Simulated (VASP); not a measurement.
# SiO2 (I-4m2) in VASP: electric field gradients with PBE+D4

Aim: the electric field gradients of SiO2 with PBE+D4.

All numbers are computed with VASP 6.6.1; they aren't measurements. Logs are shortened: lines on timing, memory, paths and dates and some standing lists are left out, and cuts for length are marked.

### 1 The cell of the first run

The structure is tetragonal, space group I-4m2 (No. 119). The conventional cell has a = 7.194 Å, b = 7.194 Å, c = 12.127 Å, α = 90.00°, β = 90.00°, γ = 90.00°. Si (site symmetry -4m2) has 4 O at 1.62 Å within 2.2 Å. Within 2.1 Å of Si (site symmetry m) lie 4 O at 1.61 to 1.62 Å. Within 2.2 Å of O (site symmetry m) lie 2 Si at 1.62 Å. Within 2.2 Å of O (site symmetry 2mm) lie 2 Si at 1.62 Å. Within 2.1 Å of O (site symmetry 2) lie 2 Si at 1.61 Å.

### 2 Electric field gradients, PBE+D4

File INCAR:

```
  PREC = Accurate
  ENCUT = 520
  EDIFF = 1E-8
  ISMEAR = -1
  SIGMA = 0.02
  LREAL = F
  LASPH = T
  NELM = 120
  ALGO = Normal
  ISIF = 2
  LWAVE = F
  LCHARG = F
  GGA = PE
  IVDW = 13
  LEFG = T
  NBANDS = 53
  GGA_COMPAT = F
```

File KPOINTS:

```
Automatic mesh
0
Gamma
  4 4 4
```

File POSCAR:

```
SiO2
1.0
   -3.5968395950      3.5968395950      6.0635862200
    3.5968395950     -3.5968395950      6.0635862200
    3.5968395950      3.5968395950     -6.0635862200
Si O
5 10
Direct
    0.0000000000      0.0000000000      0.0000000000
    0.7877773200      0.9937702400      0.2059929200
    0.0062297600      0.2122226800      0.7940070800
    0.4182156000      0.2122226800      0.2059929200
    0.7877773200      0.5817844000      0.7940070800
    0.2606117700      0.0790927400      0.1815190300
    0.9209072600      0.1024262900      0.1815190300
    0.9209072600      0.7393882300      0.8184809700
    0.8975737100      0.0790927400      0.8184809700
    0.7337134900      0.7337134900      0.0000000000
    0.2662865100      0.2662865100      0.0000000000
    0.5667715000      0.0667715000      0.1335430000
    0.9332285000      0.0667715000      0.5000000000
    0.5667715000      0.4332285000      0.5000000000
    0.9332285000      0.4332285000      0.8664570000
```

Potentials or basis: VASP PAW PBE potentials, release 64 (Si, O).

On the command line:

```bash
cat potpaw_PBE.64/Si/POTCAR potpaw_PBE.64/O/POTCAR > POTCAR
mpirun -np 1 vasp_std > vasp.out
```

OUTCAR:

```text
PREC = Accurate
   ENCUT = 520
   EDIFF = 1E-8
   ISMEAR = -1
   LREAL = F
   LASPH = T
   NELM = 120
   ISIF = 2
   GGA = PE
   IVDW = 13

 ion  position               nearest neighbor table
   1  0.000  0.000  0.000-   6 1.62   8 1.62   7 1.62   9 1.62   2 2.97   3 2.97   4 2.97   5 2.97

   2  0.788  0.994  0.206-  12 1.61  13 1.61  10 1.62   7 1.62   5 2.96   1 2.97   4 3.13   3 3.13

   3  0.006  0.212  0.794-  13 1.61  15 1.61  11 1.62   9 1.62   4 2.96   1 2.97   5 3.13   2 3.13
[... 5 lines left out ...]
   6  0.261  0.079  0.182-   1 1.62   4 1.62
   7  0.921  0.102  0.182-   1 1.62   2 1.62
   8  0.921  0.739  0.818-   1 1.62   5 1.62
   9  0.898  0.079  0.818-   1 1.62   3 1.62
  10  0.734  0.734  0.000-   2 1.62   5 1.62
  11  0.266  0.266  0.000-   3 1.62   4 1.62
  12  0.567  0.067  0.134-   4 1.61   2 1.61
  13  0.933  0.067  0.500-   2 1.61   3 1.61
  14  0.567  0.433  0.500-   4 1.61   5 1.61
  15  0.933  0.433  0.866-   5 1.61   3 1.61

  LATTYP: Found a body centered tetragonal cell.
 ALAT       =     7.1936791900
 C/A-ratio  =     1.6858094613

  Lattice vectors:

 A1 = (  -3.5968395950,   3.5968395950,   6.0635862200)
 A2 = (   3.5968395950,  -3.5968395950,   6.0635862200)
 A3 = (   3.5968395950,   3.5968395950,  -6.0635862200)

Analysis of symmetry for initial positions (statically):
=====================================================================
 Subroutine PRICEL returns:
 Original cell was already a primitive cell.

 Routine SETGRP: Setting up the symmetry group for a
 body centered tetragonal supercell.

 Subroutine GETGRP returns: Found  8 space group operations
 (whereof  8 operations were pure point group operations)
 out of a pool of 16 trial point group operations.

The static configuration has the point symmetry D_2d.

Analysis of symmetry for dynamics (positions and initial velocities):
=====================================================================
 Subroutine PRICEL returns:
 Original cell was already a primitive cell.

 Routine SETGRP: Setting up the symmetry group for a
 body centered tetragonal supercell.

 Subroutine GETGRP returns: Found  8 space group operations
 (whereof  8 operations were pure point group operations)
 out of a pool of 16 trial point group operations.

The dynamic configuration has the point symmetry D_2d.

 Subroutine INISYM returns: Found  8 space group operations
 (whereof  8 operations are pure point group operations),
 and found     1 'primitive' translations

----------------------------------------------------------------------------------------

                                     Primitive cell

  volume of cell :     313.7846

  direct lattice vectors                    reciprocal lattice vectors
    -3.596839595  3.596839595  6.063586220     0.000000000  0.139010925  0.082459453
     3.596839595 -3.596839595  6.063586220     0.139010925  0.000000000  0.082459453
     3.596839595  3.596839595 -6.063586220     0.139010925  0.139010925  0.000000000

  length of vectors
     7.914643895  7.914643895  7.914643895     0.161627964  0.161627964  0.196591136

  position of ions in fractional coordinates (direct lattice)
     0.000000000  0.000000000  0.000000000
     0.787777320  0.993770240  0.205992920
     0.006229760  0.212222680  0.794007080
     0.418215600  0.212222680  0.205992920
     0.787777320  0.581784400  0.794007080
     0.260611770  0.079092740  0.181519030
     0.920907260  0.102426290  0.181519030
     0.920907260  0.739388230  0.818480970
     0.897573710  0.079092740  0.818480970
     0.733713490  0.733713490  0.000000000
     0.266286510  0.266286510  0.000000000
     0.566771500  0.066771500  0.133543000
     0.933228500  0.066771500  0.500000000
     0.566771500  0.433228500  0.500000000
     0.933228500  0.433228500  0.866457000
[... 113 lines left out ...]
 NGX is ok and might be reduce to    60
   NGX = 29   NGY = 29   NGZ = 29

 number of electron      80.0000011 magnetization

 Free energy of the ion-electron system (eV)
  ---------------------------------------------------
  ext. energy  EPLUGINS =         0.00000000
  ---------------------------------------------------
  free energy    TOTEN  =      -118.21554274 eV

  energy without entropy =     -118.21554274  energy(sigma->0) =     -118.21554274

 E-fermi :  -1.9938     XC(G=0):  -6.4420

 val. band max:       -2.5122270486   @ k =   0.0000   0.0000   0.0000
 cond. band min:       3.2553346651   @ k =   0.0000   0.0000   0.0000
 fundamental gap:      5.7675617138
 Fermi energy:        -1.9938270853

 k-point     1 :       0.0000    0.0000    0.0000
  band No.  band energies     occupation
      1     -21.9196      2.00000
      2     -20.8761      2.00000
      3     -20.7031      2.00000
      4     -20.6910      2.00000
      5     -20.6910      2.00000
      6     -19.8701      2.00000
[... 704 lines left out ...]
     51       8.2144      0.00000
     52       8.2144      0.00000
 [bands above 52 left out]

------------------------ aborting loop because EDIFF is reached ----------------------------------------

  DFT-D4 for vdW energy calculation

  Edisp (eV):   -1.62994

  FORCE on cell =-STRESS in cart. coord.  units (eV):
  Direction    XX          YY          ZZ          XY          YZ          ZX
  --------------------------------------------------------------------------------------
  -------------------------------------------------------------------------------------
  Total       4.63437     4.63437     4.73455     0.00000    -0.00000     0.00000
  in kB      23.66297    23.66297    24.17453     0.00000    -0.00000     0.00000
  external pressure =       23.83 kB  Pullay stress =        0.00 kB

 VOLUME and BASIS-vectors are now :
 -----------------------------------------------------------------------------
  energy-cutoff  :      520.00
  volume of cell :      313.78
      direct lattice vectors                 reciprocal lattice vectors
    -3.596839595  3.596839595  6.063586220     0.000000000  0.139010925  0.082459453
     3.596839595 -3.596839595  6.063586220     0.139010925  0.000000000  0.082459453
     3.596839595  3.596839595 -6.063586220     0.139010925  0.139010925  0.000000000

 POSITION                                       TOTAL-FORCE (eV/Angst)
 -----------------------------------------------------------------------------------
      0.00000      0.00000      0.00000        -0.000000      0.000000      0.000000
      1.48185      0.00000      9.55351        -0.001765      0.000000      0.013950
      3.59684      2.11499     -3.48993        -0.000000      0.001765     -0.013950
     -0.00000      1.48185      2.57366        -0.000000     -0.001765     -0.013950
      2.11499      3.59684      3.48993         0.001765      0.000000      0.013950
      0.00000      1.30579      0.95917        -0.000000      0.405650     -0.214987
     -2.29105      3.59684      5.10441         0.405650     -0.000000      0.214987
      2.29105      3.59684      5.10441        -0.405650      0.000000      0.214987
      0.00000      5.88789      0.95917         0.000000     -0.405650     -0.214987
      0.00000      0.00000      8.89787        -0.000000      0.000000     -0.468760
      0.00000      0.00000      3.22930        -0.000000      0.000000      0.468760
     -1.31809      2.27875      3.03179        -0.173134     -0.173134      0.000000
     -1.31809      4.91493      3.03179        -0.173134      0.173134      0.000000
      1.31809      2.27875      3.03179         0.173134     -0.173134      0.000000
      1.31809      4.91493      3.03179         0.173134      0.173134     -0.000000
 -----------------------------------------------------------------------------------
    total drift:                                0.000001     -0.000001     -0.000000

  FREE ENERGIE OF THE ION-ELECTRON SYSTEM (eV)
  ---------------------------------------------------
  free  energy   TOTEN  =      -119.8454820858 eV

  energy  without entropy=     -119.8454820858  energy(sigma->0) =     -119.84548209

 Electric field gradients (V/A^2)
---------------------------------------------------------------------
 ion       V_xx      V_yy      V_zz      V_xy      V_xz      V_yz
---------------------------------------------------------------------
   1      10.081    10.081   -20.163     0.000     0.000     0.000
   2     -10.437     4.396     6.041     0.000     9.648     0.000
   3       4.396   -10.437     6.041     0.000     0.000     9.648
   4       4.396   -10.437     6.041     0.000     0.000    -9.648
   5     -10.437     4.396     6.041     0.000    -9.648     0.000
   6     -50.523    -3.202    53.725    -0.000    -0.000    49.508
   7      -3.201   -50.523    53.725    -0.000   -49.509    -0.001
   8      -3.202   -50.523    53.725    -0.000    49.508    -0.000
   9     -50.523    -3.201    53.725    -0.000    -0.001   -49.509
  10      83.631   -51.488   -32.142    -0.001    -0.001    -0.001
  11     -51.488    83.631   -32.142    -0.001    -0.001    -0.001
  12      18.863    18.862   -37.724   -61.270   -27.817    27.815
  13      18.862    18.862   -37.724    61.269   -27.817   -27.817
  14      18.862    18.862   -37.724    61.269    27.816    27.816
  15      18.862    18.863   -37.724   -61.270    27.815   -27.817
---------------------------------------------------------------------

 Electric field gradients after diagonalization (V/A^2)
 (convention: |V_zz| > |V_xx| > |V_yy|)
----------------------------------------------------------------------
 ion       V_xx      V_yy      V_zz     asymmetry (V_yy - V_xx)/ V_zz
----------------------------------------------------------------------
   1      10.081    10.081   -20.163       0.000
   2      10.489     4.396   -14.885       0.409
   3      10.489     4.396   -14.885       0.409
   4      10.489     4.396   -14.885       0.409
   5      10.489     4.396   -14.885       0.409
   6     -50.523   -31.846    82.369       0.227
   7     -50.523   -31.846    82.370       0.227
   8     -50.523   -31.846    82.369       0.227
   9     -50.523   -31.846    82.370       0.227
  10     -51.488   -32.142    83.631       0.231
  11     -51.488   -32.142    83.631       0.231
  12     -49.648   -42.408    92.056       0.079
  13     -49.649   -42.406    92.055       0.079
  14     -49.648   -42.407    92.055       0.079
  15     -49.648   -42.408    92.056       0.079
----------------------------------------------------------------------

           NMR quadrupolar parameters

 Cq : quadrupolar parameter    Cq=e*Q*V_zz/h
 eta: asymmetry parameters     (V_yy - V_xx)/ V_zz
 Q  : nuclear electric quadrupole moment in mb (millibarn)
----------------------------------------------------------------------
 ion       Cq(MHz)       eta       Q (mb)
----------------------------------------------------------------------
   1      -0.049       0.000       1.000
   2      -0.036       0.409       1.000
   3      -0.036       0.409       1.000
   4      -0.036       0.409       1.000
   5      -0.036       0.409       1.000
   6       0.199       0.227       1.000
   7       0.199       0.227       1.000
   8       0.199       0.227       1.000
   9       0.199       0.227       1.000
  10       0.202       0.231       1.000
  11       0.202       0.231       1.000
  12       0.223       0.079       1.000
  13       0.223       0.079       1.000
  14       0.223       0.079       1.000
  15       0.223       0.079       1.000
----------------------------------------------------------------------
```

Wall time 7.9 min (1 thread of Oxide Virtual Turin-like, shared host); peak memory 0.52 GiB.

Results:

```
Free energy                             : -119.8455 eV
Pressure                                : 2.4 GPa
Largest force                           : 0.469 eV/Å
Band gap on the k mesh                  : 5.77 eV
Largest electric field gradient by atom : Si -20.2, -14.9 (each value once); O +82.4, +83.6, +92.1 (each value once) V/Å²
Dispersion energy per atom              : -0.109 eV
```

Forces on the atoms (eV/Å):
```
Si   0.000  0.000  0.000
Si  -0.002  0.000  0.014
Si   0.000  0.002 -0.014
Si   0.000 -0.002 -0.014
Si   0.002  0.000  0.014
O    0.000  0.406 -0.215
O    0.406  0.000  0.215
O   -0.406  0.000  0.215
O    0.000 -0.406 -0.215
O    0.000  0.000 -0.469
O    0.000  0.000  0.469
O   -0.173 -0.173  0.000
O   -0.173  0.173  0.000
O    0.173 -0.173  0.000
O    0.173  0.173  0.000
```

Electric field gradients, principal values (V/Å²):
```tsv
atom	least	middle	greatest (by size)
1 Si	10.081	10.081	-20.163
2 Si	4.396	10.489	-14.885
3 Si	4.396	10.489	-14.885
4 Si	4.396	10.489	-14.885
5 Si	4.396	10.489	-14.885
6 O	-31.846	-50.523	82.369
7 O	-31.846	-50.523	82.370
8 O	-31.846	-50.523	82.369
9 O	-31.846	-50.523	82.370
10 O	-32.142	-51.488	83.631
11 O	-32.142	-51.488	83.631
12 O	-42.408	-49.648	92.056
13 O	-42.406	-49.649	92.055
14 O	-42.407	-49.648	92.055
15 O	-42.408	-49.648	92.056
```

Caveat: without QUAD_EFG the Cq values of the log hold for a quadrupole moment of 1 mb, not for the nuclei.
